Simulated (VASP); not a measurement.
# H2 in VASP: a series of runs

Aim: see how the results for H2 move with the level of theory and the settings. Levels: r2SCAN, r2SCAN+rVV10. Tasks: single point.

Everything below comes from runs of VASP 6.6.1. Logs are shortened: lines on timing, memory, paths and dates and some standing lists are left out, and cuts for length are marked.

### Step 1. The cell of the first run

The cell holds a molecule in a box, 2 atoms: a = 11.000 Å, b = 11.500 Å, c = 12.000 Å, α = 90.00°, β = 90.00°, γ = 90.00°.

### Step 2. Single point, r2SCAN

Input file POSCAR:

```
H
1.0
   11.0000000000      0.0000000000      0.0000000000
    0.0000000000     11.5000000000      0.0000000000
    0.0000000000      0.0000000000     12.0000000000
H
2
Direct
    0.4545454545      0.4782608696      0.4670289284
    0.4545454545      0.4782608696      0.5288044050
```

Input file INCAR.step1:

```
SYSTEM = H
ALGO = Normal ; EDIFF = 1E-5
ENCUT = 440 ; GGA = PE
GGA_COMPAT = .False. ; ISMEAR = 0
LASPH = .True. ; LCHARG = .False.
LREAL = .False. ; LWAVE = .True.
NBANDS = 8 ; NELM = 120
NELMDL = -8 ; PREC = Accurate
SIGMA = 0.01
```

Input file INCAR.step2:

```
SYSTEM = H
ALGO = Normal ; EDIFF = 1E-6
ENCUT = 440 ; GGA_COMPAT = .False.
ISIF = 2 ; ISMEAR = 0
ISTART = 1 ; LASPH = .True.
LCHARG = .False. ; LMIXTAU = .True.
LREAL = .False. ; LWAVE = .False.
METAGGA = R2SCAN ; NBANDS = 8
NELM = 120 ; PREC = Accurate
SIGMA = 0.01
```

Input file KPOINTS:

```
k-points
0
Gamma
  1 1 1
  0 0 0
```

Potentials or basis: VASP PAW PBE potentials, release 64 (H).

Run with:

```sh
> cat potpaw_PBE.64/H/POTCAR > POTCAR
> cp INCAR.step1 INCAR
> mpirun -np 1 vasp_gam > vasp.out
> cp INCAR.step2 INCAR
> mpirun -np 1 vasp_gam > vasp.out
```

OUTCAR:

```text
SYSTEM = H
   EDIFF = 1E-6
   ENCUT = 440
   ISIF = 2
   ISMEAR = 0
   ISTART = 1
   LASPH = .True.
   LREAL = .False.
   METAGGA = R2SCAN
   NELM = 120
   PREC = Accurate

 ion  position               nearest neighbor table
   1  0.455  0.478  0.467-   2 0.74
   2  0.455  0.478  0.529-   1 0.74

  LATTYP: Found a simple orthorhombic cell.
 ALAT       =    11.0000000000
 B/A-ratio  =     1.0454545455
 C/A-ratio  =     1.0909090909

  Lattice vectors:

 A1 = (  11.0000000000,   0.0000000000,   0.0000000000)
 A2 = (   0.0000000000,  11.5000000000,   0.0000000000)
 A3 = (   0.0000000000,   0.0000000000,  12.0000000000)

Analysis of symmetry for initial positions (statically):
=====================================================================
 Subroutine PRICEL returns:
 Original cell was already a primitive cell.

 Routine SETGRP: Setting up the symmetry group for a
 simple orthorhombic supercell.

 Subroutine GETGRP returns: Found  8 space group operations
 (whereof  1 operations were pure point group operations)
 out of a pool of  8 trial point group operations.

The static configuration has the point symmetry C_1 .
 The point group associated with its full space group is D_2h.

Analysis of symmetry for dynamics (positions and initial velocities):
=====================================================================
 Subroutine PRICEL returns:
 Original cell was already a primitive cell.

 Routine SETGRP: Setting up the symmetry group for a
 simple orthorhombic supercell.

 Subroutine GETGRP returns: Found  8 space group operations
 (whereof  1 operations were pure point group operations)
 out of a pool of  8 trial point group operations.

The dynamic configuration has the point symmetry C_1 .
 The point group associated with its full space group is D_2h.

 Subroutine INISYM returns: Found  8 space group operations
 (whereof  1 operations are pure point group operations),
 and found     1 'primitive' translations

----------------------------------------------------------------------------------------

                                     Primitive cell

  volume of cell :    1518.0000

  direct lattice vectors                    reciprocal lattice vectors
    11.000000000  0.000000000  0.000000000     0.090909091  0.000000000  0.000000000
     0.000000000 11.500000000  0.000000000     0.000000000  0.086956522  0.000000000
     0.000000000  0.000000000 12.000000000     0.000000000  0.000000000  0.083333333

  length of vectors
    11.000000000 11.500000000 12.000000000     0.090909091  0.086956522  0.083333333

  position of ions in fractional coordinates (direct lattice)
     0.454545454  0.478260870  0.467028928
     0.454545454  0.478260870  0.528804405

  ion indices of the primitive-cell ions
   primitive index   ion index
                 1           1
                 2           2

----------------------------------------------------------------------------------------

 KPOINTS: k-points

Automatic generation of k-mesh.
 Grid dimensions read from file:
 generate k-points for:    1    1    1

 Generating k-lattice:

  Cartesian coordinates                     Fractional coordinates (reciprocal lattice)
     0.090909091  0.000000000  0.000000000     1.000000000  0.000000000  0.000000000
     0.000000000  0.086956522  0.000000000     0.000000000  1.000000000  0.000000000
     0.000000000  0.000000000  0.083333333     0.000000000  0.000000000  1.000000000

  Length of vectors
     0.090909091  0.086956522  0.083333333

  Shift w.r.t. Gamma in fractional coordinates (k-lattice)
     0.000000000  0.000000000  0.000000000

 Subroutine IBZKPT returns following result:
 ===========================================

 Found      1 irreducible k-points:

 Following reciprocal coordinates:
            Coordinates               Weight
  0.000000  0.000000  0.000000      1.000000
   k-points           NKPTS =      1   k-points in BZ     NKDIM =      1   number of bands    NBANDS=      8
   number of dos      NEDOS =    301   number of ions     NIONS =      2
   total plane-waves  NPLWV = 537600
   dimension x,y,z NGX =    80 NGY =   80 NGZ =   84
   dimension x,y,z NGXF=   160 NGYF=  160 NGZF=  168
   ions per type =               2
   NGX,Y,Z   is equivalent  to a cutoff of  12.09, 11.56, 11.64 a.u.
   NGXF,Y,Z  is equivalent  to a cutoff of  24.18, 23.13, 23.27 a.u.
 SYSTEM =  H
   PREC   = accura    normal or accurate (medium, high low for compatibility)
   ISTART =      1    job   : 0-new  1-cont  2-samecut
   ICHARG =      0    charge: 1-file 2-atom 10-const
   ISPIN  =      1    spin polarized calculation?
   LNONCOLLINEAR =      F non collinear calculations
   LSORBIT =      F    spin-orbit coupling
   LASPH  =      T    aspherical Exc in radial PAW
   ENCUT  =  440.0 eV  32.34 Ry    5.69 a.u.  18.81 19.67 20.52*2*pi/ulx,y,z
   NELM   =    120;   NELMIN=  2; NELMDL=  0     # of ELM steps
   EDIFF  = 0.1E-05   stopping-criterion for ELM
   LREAL  =      F    real-space projection
   EDIFFG = 0.1E-04   stopping-criterion for IOM
   NSW    =      0    number of steps for IOM
   IBRION =     -1    ionic relax: 0-MD 1-quasi-New 2-CG
   NFREE  =      0    steps in history (QN), initial steepest desc. (CG)
   ISIF   =      2    stress and relaxation
   ISYM   =      2    0-nonsym 1-usesym 2-fastsym
   POTIM  = 0.5000    time-step for ionic-motion
   TEBEG  =    0.0;   TEEND  =   0.0 temperature during run
   PSTRESS=    0.0 pullay stress
   NELECT =       2.0000    total number of electrons
   NUPDOWN=      -1.0000    fix difference up-down
   EMIN   =  10.00;   EMAX   =-10.00  energy-range for DOS
   EFERMI =   0.00;   METHOD = LEGACY
   ISMEAR =     0;   SIGMA  =   0.01  broadening in eV -4-tet -1-fermi 0-gaus
   EFERMI_NEDOS =   21; number of points for ismear=-14 and -15
   IALGO  =     38    algorithm
   IMIX   =      4    mixing-type and parameters
     AMIX     =   0.40;   BMIX     =  1.00
     AMIX_MAG =   1.60;   BMIX_MAG =  1.00
  volume/ion in A,a.u.               =     759.00      5121.98
  Fermi-wavevector in a.u.,A,eV,Ry     =   0.179471  0.339151  0.438241  0.032210
  Thomas-Fermi vector in A             =   0.903340
   LORBIT       =      0    0 simple, 1 ext, 2 COOP (PROOUT), +10 PAW based schemes
   METAGGA = R2SCAN    functional components
   LHFCALC =     F    Hartree Fock is set to
   AEXX    =    0.0000 exact exchange contribution
   IVDW    =     0    specifies the selected vdW correction
   LEPSILON=     F    determine dielectric tensor
   LRPA    =     F    only Hartree local field effects (RPA)
 non-spin polarized calculation
 Gauss-broadening in eV      SIGMA  =   0.01
  energy-cutoff  :      440.00
  volume of cell :     1518.00
 maximum number of plane-waves:     15896
 NGX is ok and might be reduce to    80
   NGX = 37   NGY = 39   NGZ = 41

 number of electron       1.9999998 magnetization

 Free energy of the ion-electron system (eV)
  ---------------------------------------------------
  ext. energy  EPLUGINS =         0.00000000
  ---------------------------------------------------
  free energy    TOTEN  =        -6.90325062 eV

  energy without entropy =       -6.90325062  energy(sigma->0) =       -6.90325062

 E-fermi : -10.7225     XC(G=0):  -0.0851

 val. band max:      -10.7945245239   @ k =   0.0000   0.0000   0.0000
 cond. band min:       0.0580786914   @ k =   0.0000   0.0000   0.0000
 fundamental gap:     10.8526032153
 Fermi energy:       -10.7224815267

 k-point     1 :       0.0000    0.0000    0.0000
  band No.  band energies     occupation
      1     -10.7945      2.00000
      2       0.0581      0.00000
      3       0.8797      0.00000
      4       1.0890      0.00000
      5       1.1209      0.00000
      6       1.1988      0.00000
      7       1.2231      0.00000
      8       1.3818      0.00000

------------------------ aborting loop because EDIFF is reached ----------------------------------------

  FORCE on cell =-STRESS in cart. coord.  units (eV):
  Direction    XX          YY          ZZ          XY          YZ          ZX
  --------------------------------------------------------------------------------------
  -------------------------------------------------------------------------------------
  Total       -0.0761330     -0.0746269     -0.0808569      0.0000000      0.0000000      0.0000000
  in kB       -0.0803548     -0.0787651     -0.0853406      0.0000000      0.0000000      0.0000000
  external PRESSURE =      -0.0814868 kB  Pullay stress =       0.0000000 kB

 VOLUME and BASIS-vectors are now :
 -----------------------------------------------------------------------------
  energy-cutoff  :      440.00
  volume of cell :     1518.00
      direct lattice vectors                 reciprocal lattice vectors
    11.000000000  0.000000000  0.000000000     0.090909091  0.000000000  0.000000000
     0.000000000 11.500000000  0.000000000     0.000000000  0.086956522  0.000000000
     0.000000000  0.000000000 12.000000000     0.000000000  0.000000000  0.083333333

 POSITION                                       TOTAL-FORCE (eV/Angst)
 -----------------------------------------------------------------------------------
      5.00000      5.50000      5.60435         0.000000      0.000000     -0.017288
      5.00000      5.50000      6.34565         0.000000      0.000000      0.017288
 -----------------------------------------------------------------------------------
    total drift:                                0.000007     -0.000000     -0.000000

  FREE ENERGIE OF THE ION-ELECTRON SYSTEM (eV)
  ---------------------------------------------------
  free  energy   TOTEN  =        -6.9032506183 eV

  energy  without entropy=       -6.9032506183  energy(sigma->0) =       -6.90325062
```

Wall time 2.3 min (1 thread of AMD EPYC 9R45 (Zen 5), shared host); peak memory 1 GiB.

Results:

* Free energy: -6.9033 eV
* Largest force: 0.017 eV/Å
* Gap between the frontier levels: 10.85 eV

Forces in eV/Å, atoms in the order of the input:
```
H    0.000  0.000 -0.017
H    0.000  0.000  0.017
```

Caveat: the PAW data sets were made with another functional, which shifts forces and pressure a little.

### Step 3. Single point, r2SCAN

Input file POSCAR:

```
H
1.0
   11.0000000000      0.0000000000      0.0000000000
    0.0000000000     11.5000000000      0.0000000000
    0.0000000000      0.0000000000     12.0000000000
H
2
Direct
    0.4545454545      0.4782608696      0.4666567231
    0.4545454545      0.4782608696      0.5291766103
```

Input file INCAR.step1:

```
  PREC = Accurate
  ENCUT = 440
  ISMEAR = 0
  SIGMA = 0.01
  LREAL = F
  LASPH = T
  NELM = 120
  NBANDS = 8
  GGA = PE
  ALGO = Normal
  EDIFF = 1E-5
  LWAVE = T
  LCHARG = F
  GGA_COMPAT = F
  NELMDL = -8
```

Input file INCAR.step2:

```
  PREC = Accurate
  ENCUT = 440
  EDIFF = 1E-6
  ISMEAR = 0
  SIGMA = 0.01
  LREAL = F
  LASPH = T
  NELM = 120
  ALGO = Normal
  ISIF = 2
  LWAVE = F
  LCHARG = F
  METAGGA = R2SCAN
  LMIXTAU = T
  NBANDS = 8
  ISTART = 1
  GGA_COMPAT = F
```

Input file KPOINTS:

```
Automatic mesh
0
Gamma
  1 1 1
```

Potentials or basis: VASP PAW PBE potentials, release 64 (H).

Run with:

```sh
> cat potpaw_PBE.64/H/POTCAR > POTCAR
> cp INCAR.step1 INCAR
> mpirun -np 1 vasp_gam > vasp.out
> cp INCAR.step2 INCAR
> mpirun -np 1 vasp_gam > vasp.out
```

Run time: 2 min. Hardware: 1 thread of AMD EPYC 9R45 (Zen 5), shared host; peak memory 1 GiB.

Results (log left out):

```
Free energy                     : -6.9020 eV
Largest force                   : 0.297 eV/Å
Gap between the frontier levels : 10.81 eV
```

Forces on the atoms (eV/Å):
```
H    0.000  0.000  0.297
H    0.000  0.000 -0.297
```

Levels at points of the mesh, in eV from the valence-band top:
```
           k point  band 1  band 2  band 3  band 4  band 5  band 6
(0.00, 0.00, 0.00)    0.00   10.81   11.62   11.84   11.87   11.95
```

Caveat: the PAW data sets were made with another functional, which shifts forces and pressure a little.

### Step 4. Single point, r2SCAN+rVV10

Input file POSCAR:

```
H
1.0
   11.0000000000      0.0000000000      0.0000000000
    0.0000000000     11.5000000000      0.0000000000
    0.0000000000      0.0000000000     12.0000000000
H
2
Direct
    0.4545454545      0.4782608696      0.4670266365
    0.4545454545      0.4782608696      0.5288066969
```

Input file INCAR.step1:

```
SYSTEM = H
ALGO = Normal
EDIFF = 1E-5
ENCUT = 440
GGA = PE
GGA_COMPAT = .FALSE.
ISMEAR = 0
LASPH = .TRUE.
LCHARG = .FALSE.
LREAL = .FALSE.
LWAVE = .TRUE.
NBANDS = 8
NELM = 120
NELMDL = -8
PREC = Accurate
SIGMA = 0.01
```

Input file INCAR.step2:

```
SYSTEM = H
ALGO = Normal
BPARAM = 11.95
CPARAM = 0.0093
EDIFF = 1E-6
ENCUT = 440
GGA_COMPAT = .FALSE.
ISIF = 2
ISMEAR = 0
ISTART = 1
IVDW_NL = 2
LASPH = .TRUE.
LCHARG = .FALSE.
LMIXTAU = .TRUE.
LREAL = .FALSE.
LUSE_VDW = .TRUE.
LWAVE = .FALSE.
METAGGA = R2SCAN
NBANDS = 8
NELM = 120
PREC = Accurate
SIGMA = 0.01
```

Input file KPOINTS:

```
k-points
0
G
  1 1 1
  0 0 0
```

Run with:

```sh
> cat potpaw_PBE.64/H/POTCAR > POTCAR
> cp INCAR.step1 INCAR
> mpirun -np 1 vasp_gam > vasp.out
> cp INCAR.step2 INCAR
> mpirun -np 1 vasp_gam > vasp.out
```

Run time: 12 min. Hardware: 1 thread of AMD EPYC 9R45 (Zen 5), shared host; peak memory 2.8 GiB.

Results (log left out):

```
Free energy                     : -6.8134 eV
Largest force                   : 0.017 eV/Å
Gap between the frontier levels : 10.86 eV
```

Forces in eV/Å, atoms in the order of the input:
```
H    0.000  0.000 -0.017
H    0.000  0.000  0.017
```

Levels at points of the mesh, in eV from the valence-band top:
```tsv
k point	band 1	band 2	band 3	band 4	band 5	band 6
(0.00, 0.00, 0.00)	0.00	10.86	11.68	11.89	11.92	12.00
```

Caveat: the PAW data sets were made with another functional, which shifts forces and pressure a little.
